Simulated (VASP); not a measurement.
Write the native input for VASP 6.6.1 that does the following.

```yaml
Task: single point
Functional: PBE
Potentials_or_basis: VASP PAW PBE potentials, release 64 (Te)
Cutoff: 520 eV
k_mesh: 10 × 10 × 8
Occupations: gaussian, width 0.05 eV
Spin: no spin polarisation
Dipole_correction: no
Further_INCAR_settings: ALGO = Normal; EDIFF = 1e-06; NBANDS = 16
```

The structure of Te lies in POSCAR:

```
Te
1.0
    4.5238022604      0.0000000000      0.0000000000
   -2.2619011302      3.9177276792      0.0000000000
    0.0000000000      0.0000000000      5.9483783223
Te
3
Direct
    0.2681958980      0.0000000000      0.8333333333
    0.0000000000      0.2681958980      0.1666666667
    0.7318041020      0.7318041020      0.5000000000
```

One way to write it, as run:

INCAR

```
  PREC = Accurate
  ENCUT = 520
  EDIFF = 1E-6
  ISMEAR = 0
  SIGMA = 0.05
  LREAL = F
  LASPH = T
  NELM = 100
  ALGO = Normal
  ISIF = 2
  LWAVE = F
  LCHARG = T
  GGA = PE
  LELF = T
  LVHAR = T
  NBANDS = 16
```

KPOINTS

```
Automatic mesh
0
Gamma
  10 10 8
```

Potentials or basis: VASP PAW PBE potentials, release 64 (Te).

Launch:

```console
$ cat potpaw_PBE.64/Te/POTCAR > POTCAR
$ mpirun -np 1 vasp_std > vasp.out
```

It gave:

The pressure is 0.0 GPa, the largest force is 0.006 eV/Å and the band gap on the k mesh is 0.53 eV (least direct gap 0.64 eV).

Caveat: spin-orbit coupling is left out, which moves the levels of the heavy elements.

Wall time 60 s on 1 thread of AMD EPYC 9R45 96-Core Processor (Zen 5), on a shared host, peak memory 0.28 GiB.
